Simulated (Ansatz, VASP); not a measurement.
# PbSe in VASP and in Ansatz

```xyz
2
Lattice="3.7843 0.0000 0.0284 0.0000 3.7843 0.0000 0.0284 0.0000 3.7843" Properties=species:S:1:pos:R:3 pbc="T T T"
Pb    0.0000    0.0000    0.0000
Se    1.9064    1.8922    1.9064
```

Change from the starting cell: strain +0.0150 x Voigt [0, 0, 0, 0, 1, 0], atoms carried along.

Alike in both runs: task single point; functional PBE; dispersion D3(BJ); k mesh 12 × 12 × 12; occupations gaussian, width 0.15 eV; no spin polarisation.

|  | VASP | Ansatz |
| --- | --- | --- |
| version | VASP 6.6.1 | Ansatz 0.2.0 |
| potentials or method | VASP PAW PBE potentials, release 64 (Pb_d, Se), cutoff 520 eV | scalar-relativistic, plane waves, PAW |
| valence electrons in the cell | 20 | 30 |

|  | VASP | Ansatz | Ansatz less VASP |
| --- | --- | --- | --- |
| gap on the k mesh at the Fermi level (eV) | none | none | - |
| pressure (GPa) | -2.3 | -2.3 | +0.01 |
| traceless stress, the component that is largest in VASP (GPa) | -0.10 | -0.10 | +0.001 |

A gap of «none» marks a metal or a gap that the smearing closes. VASP's potentials hold 20 valence electrons a cell and Ansatz's 30, so a difference there can come from the potentials and not from the codes.

Spin-orbit coupling is off throughout.
